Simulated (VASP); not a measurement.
Here is a VASP 6.6.1 calculation.

Contents of POSCAR:

```
TiO
1.0
    2.8035559919      0.0000000000      0.0000000000
   -1.4017779959      2.4279507099      0.0000000000
    0.0000000000      0.0000000000      2.8186160501
Ti O
1 1
Direct
    0.6666666667      0.3333333333      0.0000000000
    0.0000000000      0.0000000000      0.5000000000
```

The input INCAR.step1:

```
SYSTEM = TiO
PREC = Accurate
ENCUT = 520
ISMEAR = 0
SIGMA = 0.1
LREAL = .FALSE.
LASPH = .TRUE.
NELM = 100
NBANDS = 16
GGA = PE
ALGO = Normal
EDIFF = 1E-4
LWAVE = .TRUE.
LCHARG = .FALSE.
```

Contents of INCAR.step2:

```
SYSTEM = TiO
PREC = Accurate
ENCUT = 520
EDIFF = 1E-7
ISMEAR = 0
SIGMA = 0.1
LREAL = .FALSE.
LASPH = .TRUE.
NELM = 100
ALGO = Normal
ISIF = 2
LWAVE = .FALSE.
LCHARG = .TRUE.
METAGGA = R2SCAN
LMIXTAU = .TRUE.
LELF = .TRUE.
LVHAR = .TRUE.
NBANDS = 16
ISTART = 1
```

The input KPOINTS:

```
Automatic mesh
0
G
  18 18 14
  0 0 0
```

Potentials or basis: VASP PAW PBE potentials, release 64 (Ti_sv, O).

Launch:

```sh
$ cat potpaw_PBE.64/Ti_sv/POTCAR potpaw_PBE.64/O/POTCAR > POTCAR
$ cp INCAR.step1 INCAR
$ mpirun -np 1 vasp_std > vasp.out
$ cp INCAR.step2 INCAR
$ mpirun -np 1 vasp_std > vasp.out
```

(1) What does it give for the band gap on the k mesh?

(2) What does it give for the pressure?

## Answers

(1) zero (band 9 reaches 11.64 eV, above the bottom of band 10 at 11.61 eV).

(2) 1.8 GPa.

Caveat: the PAW data sets were made with another functional, which shifts forces and pressure a little; semilocal functionals often make such compounds metallic where correlation or magnetic order opens a gap, which also shifts bond lengths.
